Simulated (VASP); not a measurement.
Write the native input for VASP 6.6.1 that does the following.

```yaml
Task: single point
Functional: PBE
Potentials_or_basis: VASP PAW PBE potentials, release 64 (Ba_sv, O)
Cutoff: 600 eV
k_mesh: 6 × 6 × 6
Occupations: gaussian, width 0.01 eV
Spin: no spin polarisation
Dipole_correction: no
Further_INCAR_settings: ALGO = Normal; EDIFF = 1e-06; NBANDS = 15
```

The structure of BaO lies in POSCAR:

```
BaO
1.0
    0.0000000000      2.6352809214      2.6352809214
    2.6352809214      0.0000000000      2.6352809214
    2.6352809214      2.6352809214      0.0000000000
Ba O
1 1
Direct
    0.0000000000      0.0000000000      0.0000000000
    0.5000000000      0.5000000000      0.5000000000
```

The input as run:

INCAR

```
SYSTEM = BaO
PREC = Accurate ; ENCUT = 600
EDIFF = 1E-6 ; ISMEAR = 0
SIGMA = 0.01 ; LREAL = .False.
LASPH = .True. ; NELM = 120
ALGO = Normal ; ISIF = 2
LWAVE = .False. ; LCHARG = .True.
GGA = PE ; LELF = .True.
LVHAR = .True. ; NBANDS = 15
GGA_COMPAT = .False.
```

KPOINTS

```
Automatic mesh
0
Gamma
  6 6 6
  0 0 0
```

Potentials or basis: VASP PAW PBE potentials, release 64 (Ba_sv, O).

Command:

```bash
$ cat potpaw_PBE.64/Ba_sv/POTCAR potpaw_PBE.64/O/POTCAR > POTCAR
$ mpirun -np 1 vasp_std > vasp.out
```

Results of the run:

- Pressure: 20.1 GPa
- Band gap on the k mesh: 1.32 eV, direct

Caveat: spin-orbit coupling is left out, which moves the levels of the heavy elements.

Run time: 6.1 s on 1 thread of Intel(R) Xeon(R) 6975P-C (Granite Rapids), with other jobs on the host, peak memory 0.17 GiB.
